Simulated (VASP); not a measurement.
# BiB (CsCl type) (Pm-3m) in VASP: a series of runs, part 2 of 2

VASP 6.6.1. Earlier steps stand in the parts before.

**5. Relaxation of cell and atoms, PBE**

This run uses another cell than the first one, of 15.35 Å³/atom.

File INCAR:

```
SYSTEM = BiB
  PREC = Accurate
  ENCUT = 600
  EDIFF = 1E-6
  ISMEAR = -1
  SIGMA = 0.05
  LREAL = .FALSE.
  LASPH = .TRUE.
  NELM = 60
  ALGO = Normal
  ISIF = 3
  LWAVE = .FALSE.
  LCHARG = .FALSE.
  GGA = PE
  IBRION = 2
  NSW = 60
  EDIFFG = -0.005
```

File KPOINTS:

```
Automatic mesh
0
G
  13 13 13
  0 0 0
```

File POSCAR:

```
BiB
1.0
    3.1309361496      0.0000000000      0.0000000000
    0.0000000000      3.1309361496      0.0000000000
    0.0000000000      0.0000000000      3.1309361496
B Bi
1 1
Direct
    0.0000000000      0.0000000000      0.0000000000
    0.5000000000      0.5000000000      0.5000000000
```

Potentials or basis: VASP PAW PBE potentials, release 64 (B, Bi_d).

Started as:

```
cat potpaw_PBE.64/B/POTCAR potpaw_PBE.64/Bi_d/POTCAR > POTCAR
mpirun -np 1 vasp_std > vasp.out
```

OUTCAR:

```text
SYSTEM = BiB
   PREC = Accurate
   ENCUT = 600
   EDIFF = 1E-6
   ISMEAR = -1
   LREAL = .FALSE.
   LASPH = .TRUE.
   NELM = 60
   ISIF = 3
   GGA = PE
   IBRION = 2
   NSW = 60
   EDIFFG = -0.005

 ion  position               nearest neighbor table
   1  0.000  0.000  0.000-   2 2.71   2 2.71   2 2.71   2 2.71   2 2.71   2 2.71   2 2.71   2 2.71

   2  0.500  0.500  0.500-   1 2.71   1 2.71   1 2.71   1 2.71   1 2.71   1 2.71   1 2.71   1 2.71

  LATTYP: Found a simple cubic cell.
 ALAT       =     3.1309361496

  Lattice vectors:

 A1 = (   3.1309361496,   0.0000000000,   0.0000000000)
 A2 = (   0.0000000000,   3.1309361496,   0.0000000000)
 A3 = (   0.0000000000,   0.0000000000,   3.1309361496)

Analysis of symmetry for initial positions (statically):
=====================================================================
 Subroutine PRICEL returns:
 Original cell was already a primitive cell.

 Routine SETGRP: Setting up the symmetry group for a
 simple cubic supercell.

 Subroutine GETGRP returns: Found 48 space group operations
 (whereof 48 operations were pure point group operations)
 out of a pool of 48 trial point group operations.

The static configuration has the point symmetry O_h .

Analysis of symmetry for dynamics (positions and initial velocities):
=====================================================================
 Subroutine PRICEL returns:
 Original cell was already a primitive cell.

 Routine SETGRP: Setting up the symmetry group for a
 simple cubic supercell.

[... 150 lines left out ...]
  ---------------------------------------------------
  free energy    TOTEN  =        -6.96012374 eV

  energy without entropy =       -6.94723111  energy(sigma->0) =       -6.95367742

 E-fermi :  10.7151     XC(G=0): -11.9006

 val. band max:       10.7151009223   @ k =   0.2308   0.0769   0.0000
 cond. band min:      10.7169744873   @ k =   0.3077   0.0769   0.0769
 fundamental gap:      0.0018735650
 Fermi energy:        10.7151097012

 k-point     1 :       0.0000    0.0000    0.0000
  band No.  band energies     occupation
      1     -12.8109      2.00000
      2     -12.8109      2.00000
      3     -12.3134      2.00000
      4     -12.3134      2.00000
      5     -12.3134      2.00000
      6      -5.1440      2.00000
      7       9.5170      2.00000
      8       9.7123      2.00000
      9       9.7123      2.00000
     10       9.7123      2.00000
     11      16.7396      0.00000
     12      16.7396      0.00000
     13      20.5877      0.00000
[... 583 lines left out ...]
--------------------------------------- Ionic step        7  -------------------------------------------

 number of electron      18.0000005 magnetization

 Free energy of the ion-electron system (eV)
  ---------------------------------------------------
  ext. energy  EPLUGINS =         0.00000000
  ---------------------------------------------------
  free energy    TOTEN  =        -7.41944609 eV

  energy without entropy =       -7.40966832  energy(sigma->0) =       -7.41455720

 E-fermi :   7.8242     XC(G=0): -10.8676

 val. band max:        7.7976791642   @ k =   0.3846   0.0769   0.0000
 cond. band min:       7.8753003395   @ k =   0.4615   0.4615   0.3077
 fundamental gap:      0.0776211753
 Fermi energy:         7.8241825796

 k-point     1 :       0.0000    0.0000    0.0000
  band No.  band energies     occupation
      1     -15.3011      2.00000
      2     -15.3011      2.00000
      3     -15.0503      2.00000
      4     -15.0503      2.00000
      5     -15.0503      2.00000
      6      -6.1243      2.00000
      7       5.3134      2.00000
      8       7.2304      1.99999
      9       7.2304      1.99999
     10       7.2304      1.99999
     11      13.6292      0.00000
     12      13.6292      0.00000
     13      15.5720      0.00000
[... 397 lines left out ...]
  FREE ENERGIE OF THE ION-ELECTRON SYSTEM (eV)
  ---------------------------------------------------
  free  energy   TOTEN  =        -7.4194460883 eV

  energy  without entropy=       -7.4096683162  energy(sigma->0) =       -7.41455720

 reached required accuracy - stopping structural energy minimisation
```

OSZICAR:

```text
N       E                     dE             d eps       ncg     rms          rms(c)
DAV:   1     0.132610475560E+03    0.13261E+03   -0.11281E+04  2197   0.198E+03
DAV:   2     0.534810230226E+00   -0.13208E+03   -0.12932E+03  2299   0.410E+02
DAV:   3    -0.713698603019E+01   -0.76718E+01   -0.75022E+01  2772   0.962E+01
DAV:   4    -0.731145026606E+01   -0.17446E+00   -0.17427E+00  2529   0.148E+01
[... 55 lines left out ...]
       N       E                     dE             d eps       ncg     rms          rms(c)
DAV:   1    -0.741949174345E+01   -0.41577E-04   -0.13270E-03  2599   0.666E-01    0.351E-02
DAV:   2    -0.741945360288E+01    0.38141E-04   -0.77220E-05  2669   0.166E-01    0.146E-02
DAV:   3    -0.741944641612E+01    0.71868E-05   -0.30034E-05  2969   0.947E-02    0.142E-03
DAV:   4    -0.741944608833E+01    0.32780E-06   -0.46071E-07  1127   0.675E-03
   7 F= -.74194461E+01 E0= -.74145572E+01  d E =-.551155E-04
```

Run time: 1.7 min. Hardware: 1 thread of Intel Xeon Platinum 8375C at 2.90GHz (Ice Lake), shared host; peak memory 0.19 GiB.

Results:

```yaml
Free_energy: -7.4194 eV
Relaxed_volume: 19.01 Å³/atom
Relaxed_cell: a = 3.363 Å, b = 3.363 Å, c = 3.363 Å, α = 90.00°, β = 90.00°, γ = 90.00°
Space_group_after_relaxing_to_0.1_Å: Pm-3m (No. 221)
Energy_gained_by_relaxing: 229.7 meV/atom
Ionic_steps: 7
Pressure_after_relaxing: 0.0 GPa
```

The path:
```tsv
step	energy change (eV)	largest force (eV/Å)	pressure (GPa)	volume (Å³)
1	0.0000	0.0000	24.32	30.69
2	-0.3721	0.0000	-5.94	42.25
3	-0.4593	0.0000	0.11	37.94
4	-0.4593	0.0000	-0.21	38.09
5	-0.4593	0.0000	0.07	37.97
6	-0.4593	0.0000	0.05	38.00
7	-0.4593	0.0000	-0.01	38.02
```

Final structure:
```
CELL_PARAMETERS angstrom
3.36256 0.00000 0.00000
0.00000 3.36256 0.00000
0.00000 0.00000 3.36256
ATOMIC_POSITIONS crystal
B 0.00000 0.00000 0.00000
Bi 0.50000 0.50000 0.50000
```

Levels at points of the mesh, in eV from the Fermi level:
```csv
k point,band 5,band 6,band 7,band 8,band 9,band 10,band 11,band 12,band 13
"(0.00, 0.00, 0.00)",-22.87,-13.95,-2.51,-0.59,-0.59,-0.59,5.81,5.81,7.75
```

Caveat: the volume moved by over 15 % at a fixed basis, so the end points are rough; the highest band is partly filled, so the run has too few bands; spin-orbit coupling is left out, which moves the levels of the heavy elements.

**6. The runs side by side**

| task | cell | cutoff (eV) | gap on the mesh (eV) | pressure (GPa) |
| --- | --- | --- | --- | --- |
| single point | a = 3.222 Å, 2 atoms | 520 | none | 12.0 |
| single point | a = 3.362 Å, 2 atoms | 520 | none | 0.0 |
| relaxation of cell and atoms | relaxed from a = 3.131 Å, 2 atoms | 600 | - | 0.0 |

Alike in all rows: level PBE; potentials or basis VASP PAW PBE potentials, release 64 (B, Bi_d); no spin polarisation; k mesh 13 × 13 × 13; smearing fermi-dirac 0.05 eV.

Caveats: spin-orbit coupling is left out, which moves the levels of the heavy elements; the cell stands under pressure (at least some runs); the volume moved by over 15 % at a fixed basis, so the end points are rough (at least some runs); the highest band is partly filled, so the run has too few bands (at least some runs).

Absolute energies hang on the potentials; compare differences alone.
